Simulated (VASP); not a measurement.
**ZnS: single point with r2SCAN**

Crystal: ZnS.

```
Zn S
1.0
     0.00000    2.69451    2.69451
     2.69451    0.00000    2.69451
     2.69451    2.69451    0.00000
Zn S
1 1
Cartesian
  0.0000 0.0000 0.0000
  3.8296 3.8296 4.3418
```

This cell differs from its parent crystal: atom 2 (S) moved by (-0.300, +0.300) A along [1 1 0] and z.

* Program: VASP 6.6.1
* Task: single point
* Functional: r2SCAN
* Potentials or basis: VASP PAW PBE potentials, release 64 (Zn, S)
* Cutoff: 520 eV
* k mesh: 8 × 8 × 8
* Occupations: gaussian, width 0.05 eV
* Spin: no spin polarisation

```yaml
Pressure: 11.1 GPa
Largest_force: 6.654 eV/Å
Band_gap_on_the_k_mesh: 2.56 eV
```

Forces on the atoms (eV/Å):
```
Zn  -3.876 -3.876  3.773
S    3.876  3.876 -3.773
```

Stress tensor (GPa, compression positive):
```
 11.93  15.62 -14.38
 15.62  11.93 -14.38
-14.38 -14.38   9.44
```

Levels at points of the mesh, in eV from the valence-band top:
| k point | band 5 | band 6 | band 7 | band 8 | band 9 | band 10 | band 11 | band 12 | band 13 | band 14 |
| --- | --- | --- | --- | --- | --- | --- | --- | --- | --- | --- |
| (0.00, 0.00, 0.00) | -6.62 | -6.61 | -0.88 | -0.05 | 0.00 | 2.56 | 6.50 | 6.67 | 7.65 | 11.92 |
| (0.50, 0.00, 0.00) | -6.53 | -6.42 | -5.12 | -1.57 | -0.40 | 3.32 | 5.94 | 8.17 | 9.00 | 12.18 |
| (0.00, 0.00, 0.50) | -6.70 | -6.69 | -6.01 | -1.45 | -1.21 | 4.33 | 7.48 | 7.91 | 9.41 | 12.20 |
| (0.50, 0.50, 0.50) | -6.53 | -6.45 | -5.30 | -1.55 | -0.41 | 3.42 | 5.98 | 8.36 | 9.08 | 12.13 |
| (0.50, 0.50, 0.00) | -6.54 | -6.46 | -4.76 | -2.46 | -2.35 | 2.95 | 4.59 | 11.20 | 12.35 | 13.52 |
| (0.00, 0.50, 0.50) | -6.55 | -6.46 | -4.84 | -2.52 | -2.17 | 3.02 | 4.43 | 11.22 | 12.48 | 13.56 |

It took 12 min on 1 thread of AMD EPYC 7R13, with other jobs on the host, peak memory 0.2 GiB.

Caveat: the cell differs from its parent crystal (atom 2 (S) moved by (-0.300, +0.300) A along [1 1 0] and z); the cell stands under pressure; the PAW data sets were made with another functional, which shifts forces and pressure a little. A k mesh can miss the band edges.
